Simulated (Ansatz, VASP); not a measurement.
Two plane-wave programs on Ag

```
CELL_PARAMETERS angstrom
0.00000 1.98147 2.04275
1.98147 0.00000 2.04275
1.98147 1.98147 0.00000
ATOMIC_POSITIONS crystal
Ag 0.00000 0.00000 0.00000
```

Alike in both runs: task single point; functional PBE; k mesh 15 × 15 × 15; no spin polarisation.

|  | VASP | Ansatz |
| --- | --- | --- |
| version | VASP 6.6.1 | Ansatz 0.2.0 |
| potentials or method | VASP PAW PBE potentials, release 64 (Ag), cutoff 520 eV | plane waves, PAW |
| occupations | fermi-dirac, width 0.1 eV | fermi-dirac |
| valence electrons in the cell | 11 | 19 |

```tsv
	VASP	Ansatz	Ansatz less VASP
pressure (GPa)	12.9	13.2	+0.26
traceless stress, the component that is largest in VASP (GPa)	-0.96	-0.98	-0.016
```

VASP's potentials hold 11 valence electrons a cell and Ansatz's 19, so a difference there can come from the potentials and not from the codes. Ansatz's warnings: stress scf threshold loose.
